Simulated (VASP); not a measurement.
# Cd2SnO3 (Cmmm) in VASP: further runs, part 2 of 2

VASP 6.6.1. The steps go on from the part before.

## 4. Single point, PBE

INCAR reads:

```
  PREC = Accurate
  ENCUT = 520
  EDIFF = 1E-7
  ISMEAR = 0
  SIGMA = 0.1
  LREAL = F
  LASPH = T
  NELM = 60
  ALGO = Fast
  ISIF = 2
  LWAVE = F
  LCHARG = F
  GGA = PE
  NBANDS = 37
```

KPOINTS reads:

```
Automatic mesh
0
Gamma
  4 4 6
```

POSCAR reads:

```
Cd2SnO3
1.0
    2.4489982226     -5.3720109671      0.0000000000
    2.4489982226      5.3720109671      0.0000000000
    0.0000000000      0.0000000000      3.6543264248
Cd Sn O
2 1 3
Direct
    0.6492996130      0.3507003870      0.5000000000
    0.3507003870      0.6492996130      0.5000000000
    0.0000000000      0.0000000000      0.0000000000
    0.1456440532      0.8543559468      0.5000000000
    0.8543559468      0.1456440532      0.5000000000
    0.5000000000      0.5000000000      0.0000000000
```

Potentials or basis: VASP PAW PBE potentials, release 64 (Cd, Sn_d, O).

Launch:

```console
$ cat potpaw_PBE.64/Cd/POTCAR potpaw_PBE.64/Sn_d/POTCAR potpaw_PBE.64/O/POTCAR > POTCAR
$ mpirun -np 1 vasp_std > vasp.out
```

OUTCAR:

```text
PREC = Accurate
   ENCUT = 520
   EDIFF = 1E-7
   ISMEAR = 0
   LREAL = F
   LASPH = T
   NELM = 60
   ISIF = 2
   GGA = PE

 ion  position               nearest neighbor table
   1  0.649  0.351  0.500-   5 2.20   6 2.43   6 2.43   4 2.45   4 2.45   2 3.21   2 3.27   2 3.27
                             3 3.45   3 3.45   3 3.45   3 3.45
   2  0.351  0.649  0.500-   4 2.20   6 2.43   6 2.43   5 2.45   5 2.45   1 3.21   1 3.27   1 3.27
                             3 3.45   3 3.45   3 3.45   3 3.45
   3  0.000  0.000  0.000-   4 2.41   5 2.41   4 2.41   5 2.41   6 2.45   6 2.45   2 3.45   2 3.45
                             1 3.45   1 3.45   1 3.45   2 3.45   2 3.45   1 3.45
   4  0.146  0.854  0.500-   2 2.20   3 2.41   3 2.41   1 2.45   1 2.45
   5  0.854  0.146  0.500-   1 2.20   3 2.41   3 2.41   2 2.45   2 2.45
   6  0.500  0.500  0.000-   1 2.43   2 2.43   1 2.43   2 2.43   3 2.45   3 2.45

  LATTYP: Found a base centered orthorhombic cell.
 ALAT       =     4.8979964452
 B/A-ratio  =     2.1935544573
 C/A-ratio  =     0.7460859692

  Lattice vectors:

 A1 = (   2.4489982226,  -5.3720109671,   0.0000000000)
 A2 = (   2.4489982226,   5.3720109671,   0.0000000000)
 A3 = (   0.0000000000,   0.0000000000,   3.6543264248)

Analysis of symmetry for initial positions (statically):
[... 188 lines left out ...]
 Fermi energy:         4.8741549296

 k-point     1 :       0.0000    0.0000    0.0000
  band No.  band energies     occupation
      1     -17.2613      2.00000
      2     -17.1176      2.00000
      3     -17.1135      2.00000
      4     -17.0945      2.00000
      5     -17.0747      2.00000
      6     -14.5034      2.00000
[... 949 lines left out ...]
     36      10.2521      0.00000
     37      12.5778      0.00000

 [... further k-points ...]

------------------------ aborting loop because EDIFF is reached ----------------------------------------

  FORCE on cell =-STRESS in cart. coord.  units (eV):
  Direction    XX          YY          ZZ          XY          YZ          ZX
  --------------------------------------------------------------------------------------
  -------------------------------------------------------------------------------------
  Total        0.1517157      0.7694641      0.1969126     -0.0000000      0.0000000      0.0000000
  in kB        2.5280084     12.8214240      3.2811148     -0.0000000      0.0000000      0.0000000
  external PRESSURE =       6.2101824 kB  Pullay stress =       0.0000000 kB

 VOLUME and BASIS-vectors are now :
 -----------------------------------------------------------------------------
  energy-cutoff  :      520.00
  volume of cell :       96.15
      direct lattice vectors                 reciprocal lattice vectors
     2.448998223 -5.372010967  0.000000000     0.204165113 -0.093075015  0.000000000
     2.448998223  5.372010967  0.000000000     0.204165113  0.093075015  0.000000000
     0.000000000  0.000000000  3.654326425     0.000000000  0.000000000  0.273648241

 POSITION                                       TOTAL-FORCE (eV/Angst)
 -----------------------------------------------------------------------------------
      2.44900     -1.60408      1.82716        -0.000000      0.082651      0.000000
      2.44900      1.60408      1.82716        -0.000000     -0.082651     -0.000000
      0.00000      0.00000      0.00000        -0.000000     -0.000000     -0.000000
      2.44900      3.80721      1.82716        -0.000000      0.115786     -0.000000
      2.44900     -3.80721      1.82716        -0.000000     -0.115786     -0.000000
      2.44900      0.00000      0.00000         0.000000     -0.000000     -0.000000
 -----------------------------------------------------------------------------------
    total drift:                                0.000000     -0.000000     -0.000000

  FREE ENERGIE OF THE ION-ELECTRON SYSTEM (eV)
  ---------------------------------------------------
  free  energy   TOTEN  =       -25.5332951983 eV

  energy  without entropy=      -25.5270207529  energy(sigma->0) =      -25.53015798
```

OSZICAR:

```text
N       E                     dE             d eps       ncg     rms          rms(c)
DAV:   1     0.625020567354E+03    0.62502E+03   -0.28118E+04  2157   0.190E+03
DAV:   2     0.509355470750E+02   -0.57409E+03   -0.54666E+03  2170   0.543E+02
DAV:   3    -0.281602558183E+02   -0.79096E+02   -0.77142E+02  2306   0.173E+02
DAV:   4    -0.316731036310E+02   -0.35128E+01   -0.34918E+01  2343   0.393E+01
DAV:   5    -0.317451950380E+02   -0.72091E-01   -0.72070E-01  2462   0.588E+00    0.159E+01
RMM:   6    -0.260680466075E+02    0.56771E+01   -0.20361E+01  2396   0.181E+01    0.125E+01
RMM:   7    -0.256070663917E+02    0.46098E+00   -0.14675E+00  2563   0.708E+00    0.575E+00
RMM:   8    -0.255436725141E+02    0.63394E-01   -0.52172E-01  2427   0.405E+00    0.134E+00
RMM:   9    -0.255324905972E+02    0.11182E-01   -0.60765E-02  2881   0.152E+00    0.321E-01
RMM:  10    -0.255327757103E+02   -0.28511E-03   -0.15938E-02  3228   0.642E-01    0.161E-01
RMM:  11    -0.255331811815E+02   -0.40547E-03   -0.32855E-03  2693   0.334E-01    0.904E-02
RMM:  12    -0.255332703818E+02   -0.89200E-04   -0.70169E-04  3041   0.167E-01    0.316E-02
RMM:  13    -0.255332922095E+02   -0.21828E-04   -0.19069E-04  3434   0.737E-02    0.204E-02
RMM:  14    -0.255332942740E+02   -0.20645E-05   -0.35462E-05  2833   0.364E-02    0.525E-03
RMM:  15    -0.255332949055E+02   -0.63143E-06   -0.99291E-06  3454   0.166E-02    0.261E-03
RMM:  16    -0.255332952078E+02   -0.30237E-06   -0.13831E-06  2398   0.637E-03    0.160E-03
RMM:  17    -0.255332951983E+02    0.95233E-08   -0.36613E-07  2136   0.336E-03
   1 F= -.25533295E+02 E0= -.25530158E+02  d E =-.627445E-02
```

Wall time 4 min (1 thread of Oxide Virtual Turin-like, shared host); peak memory 0.26 GiB.

What came out:

```
Free energy            : -25.5333 eV
Pressure               : 0.6 GPa
Largest force          : 0.116 eV/Å
Band gap on the k mesh : zero (bands 28 and 29 overlap by 0.87 eV)
```

Forces in eV/Å, atoms in the order of the input:
```
Cd   0.000  0.083  0.000
Cd   0.000 -0.083  0.000
Sn   0.000  0.000  0.000
O    0.000  0.116  0.000
O    0.000 -0.116  0.000
O    0.000  0.000  0.000
```

Caveat: spin-orbit coupling is left out, which moves the levels of the heavy elements.

## 5. Relaxation of cell and atoms, PBE

INCAR reads:

```
PREC = Accurate
ENCUT = 600
EDIFF = 1E-6
ISMEAR = 0
SIGMA = 0.1
LREAL = F
LASPH = T
NELM = 60
ALGO = Fast
ISIF = 3
LWAVE = F
LCHARG = F
GGA = PE
IBRION = 2
NSW = 90
EDIFFG = -0.04
```

KPOINTS is that of step 4.

POSCAR reads:

```
Cd2SnO3
1.0
    2.4545468769     -5.3573615941      0.0000000000
    2.4545468769      5.3573615941      0.0000000000
    0.0000000000      0.0000000000      3.6626051854
Cd Sn O
2 1 3
Direct
    0.6487232944      0.3512767056      0.5000000000
    0.3512767056      0.6487232944      0.5000000000
    0.0000000000      0.0000000000      0.0000000000
    0.1460030797      0.8539969203      0.5000000000
    0.8539969203      0.1460030797      0.5000000000
    0.5000000000      0.5000000000      0.0000000000
```

Launch:

```console
$ cat potpaw_PBE.64/Cd/POTCAR potpaw_PBE.64/Sn_d/POTCAR potpaw_PBE.64/O/POTCAR > POTCAR
$ mpirun -np 1 vasp_std > vasp.out
```

It took 12 min on 1 thread of Oxide Virtual Turin-like, shared host; peak memory 0.3 GiB.

Results (log left out):

- Free energy: -25.5415 eV
- Relaxed volume: 16.07 Å³/atom
- Relaxed cell: a = 5.932 Å, b = 5.932 Å, c = 3.660 Å, α = 90.00°, β = 90.00°, γ = 131.50°
- Space group after relaxing (to 0.1 Å): Cmmm (No. 65)
- Energy gained by relaxing: 0.9 meV/atom
- Ionic steps: 7
- Pressure after relaxing: 0.0 GPa
- Largest force after relaxing: 0.021 eV/Å
- Band gap on the k mesh: zero (bands 28 and 29 overlap by 0.93 eV)

Forces in eV/Å, atoms in the order of the input:
```
Cd   0.000 -0.021  0.000
Cd   0.000  0.021  0.000
Sn   0.000  0.000  0.000
O    0.000 -0.010  0.000
O    0.000  0.010  0.000
O    0.000  0.000  0.000
```

The path:
| step | energy change (eV) | largest force (eV/Å) | pressure (GPa) | volume (Å³) |
| --- | --- | --- | --- | --- |
| 1 | 0.0000 | 0.1383 | 0.41 | 96.33 |
| 2 | -0.0031 | 0.0526 | -0.33 | 96.90 |
| 3 | -0.0031 | 0.0492 | -0.32 | 96.89 |
| 4 | -0.0044 | 0.0579 | -0.11 | 96.60 |
| 5 | -0.0048 | 0.0667 | 0.18 | 96.28 |
| 6 | -0.0048 | 0.0660 | 0.16 | 96.34 |
| 7 | -0.0053 | 0.0212 | 0.05 | 96.45 |

Final structure:
```yaml
crystal:
  lattice:
    - [2.43639, -5.40877, 0.00000]
    - [2.43639, 5.40877, 0.00000]
    - [0.00000, 0.00000, 3.65952]
  atoms:
    - { symbol: Cd, position: [0.64919, 0.35081, 0.50000] }
    - { symbol: Cd, position: [0.35081, 0.64919, 0.50000] }
    - { symbol: Sn, position: [0.00000, 0.00000, 0.00000] }
    - { symbol: O, position: [0.14461, 0.85539, 0.50000] }
    - { symbol: O, position: [0.85539, 0.14461, 0.50000] }
    - { symbol: O, position: [0.50000, 0.50000, 0.00000] }
```

Levels at points of the mesh, in eV from the Fermi level:
```
           k point  band 25  band 26  band 27  band 28  band 29  band 30  band 31  band 32
(0.00, 0.00, 0.00)    -3.68    -3.38    -3.31    -3.25    -0.02     2.23     3.04     3.85
(0.50, 0.00, 0.00)    -3.58    -3.18    -2.80    -0.78     0.31     0.88     2.52     3.61
(0.50, 0.50, 0.00)    -3.97    -3.60    -3.57    -1.88    -0.55    -0.13     4.31     4.52
(0.00, 0.00, 0.50)    -4.16    -4.06    -3.62    -1.06     0.71     1.77     2.17     4.40
(0.50, 0.00, 0.50)    -3.76    -3.63    -2.56     0.38     0.72     1.77     3.25     3.31
(0.50, 0.50, 0.50)    -4.40    -3.86    -3.67    -0.82     0.86     2.68     2.84     3.88
```

Caveat: spin-orbit coupling is left out, which moves the levels of the heavy elements.

## 6. Overview

| task | cell | k mesh | cutoff (eV) | gap on the mesh (eV) | pressure (GPa) | largest force (eV/Å) |
| --- | --- | --- | --- | --- | --- | --- |
| single point | a = 5.893, b = 5.893, c = 3.663 Å, angles 90.0, 90.0, 130.8°, 6 atoms, atomic positions A | 4 × 4 × 4 | 520 | none | 0.6 | 0.09 |
| single point | a = 5.704, b = 5.704, c = 3.839 Å, angles 90.0, 90.0, 129.4°, 6 atoms, atomic positions B | 4 × 4 × 4 | 520 | none | 3.4 | 1.83 |
| single point | a = 5.904, b = 5.904, c = 3.654 Å, angles 90.0, 90.0, 131.0°, 6 atoms, atomic positions C | 4 × 4 × 6 | 520 | none | 0.6 | 0.12 |
| relaxation of cell and atoms | relaxed from a = 5.893, b = 5.893, c = 3.663 Å, angles 90.0, 90.0, 130.8°, 6 atoms, atomic positions A | 4 × 4 × 6 | 600 | none | 0.0 | 0.02 |

Alike in all rows: level PBE; potentials or basis VASP PAW PBE potentials, release 64 (Cd, Sn_d, O); no spin polarisation; smearing gaussian 0.1 eV.

Caveats: some runs use coarse meshes; spin-orbit coupling is left out, which moves the levels of the heavy elements; forces of over 1 eV/Å act on the atoms, so gaps and moduli don't describe the material at rest (at least some runs).

Total energies depend on the potentials used, so only differences within one code and one set of settings carry meaning.
